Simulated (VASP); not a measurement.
A run of VASP 6.6.1 is set up as follows.

Contents of POSCAR:

```
MoS2
1.0
    3.2274645616      0.0000000000      0.0000000000
   -1.6137322808      2.7950663001      0.0000000000
    0.0000000000      0.0000000000      6.3124734200
Mo S
1 2
Direct
    0.0000000000      0.0000000000      0.5000000000
    0.6666666667      0.3333333333      0.7446806800
    0.3333333333      0.6666666667      0.2553193200
```

INCAR.step1

```
SYSTEM = MoS2
PREC = Accurate ; ENCUT = 600
ISMEAR = -1 ; SIGMA = 0.05
LREAL = .False. ; LASPH = .True.
NELM = 100 ; GGA = PE
ALGO = Normal ; EDIFF = 1E-4
LWAVE = .True. ; LCHARG = .False.
```

File INCAR.step2:

```
SYSTEM = MoS2
PREC = Accurate ; ENCUT = 600
EDIFF = 1E-6 ; ISMEAR = -1
SIGMA = 0.05 ; LREAL = .False.
LASPH = .True. ; NELM = 100
ALGO = Normal ; ISIF = 3
LWAVE = .False. ; LCHARG = .False.
METAGGA = R2SCAN ; LMIXTAU = .True.
IBRION = 2 ; NSW = 60
EDIFFG = -0.01 ; ISTART = 1
```

File KPOINTS:

```
Automatic mesh
0
Gamma
  9 9 4
  0 0 0
```

Potentials or basis: VASP PAW PBE potentials, release 64 (Mo_sv, S).

Command:

```console
$ cat potpaw_PBE.64/Mo_sv/POTCAR potpaw_PBE.64/S/POTCAR > POTCAR
$ cp INCAR.step1 INCAR
$ mpirun -np 1 vasp_std > vasp.out
$ cp INCAR.step2 INCAR
$ mpirun -np 1 vasp_std > vasp.out
```

Question: Estimate the relaxed volume.

Answer: 18.70 Å³/atom.

Question: Predict the relaxed cell.

Answer: a = 3.220 Å, b = 3.220 Å, c = 6.247 Å, α = 90.00°, β = 90.00°, γ = 120.00°.

Question: Estimate the space group after relaxing (to 0.1 Å).

Answer: P-3m1 (No. 164).

Final structure:
```yaml
crystal:
  lattice:
    - [3.22021, 0.00000, 0.00000]
    - [-1.61011, 2.78879, 0.00000]
    - [0.00000, 0.00000, 6.24728]
  atoms:
    - { symbol: Mo, position: [0.00000, 0.00000, 0.50000] }
    - { symbol: S, position: [0.66667, 0.33333, 0.74853] }
    - { symbol: S, position: [0.33333, 0.66667, 0.25147] }
```

Caveat: the PAW data sets were made with another functional, which shifts forces and pressure a little.
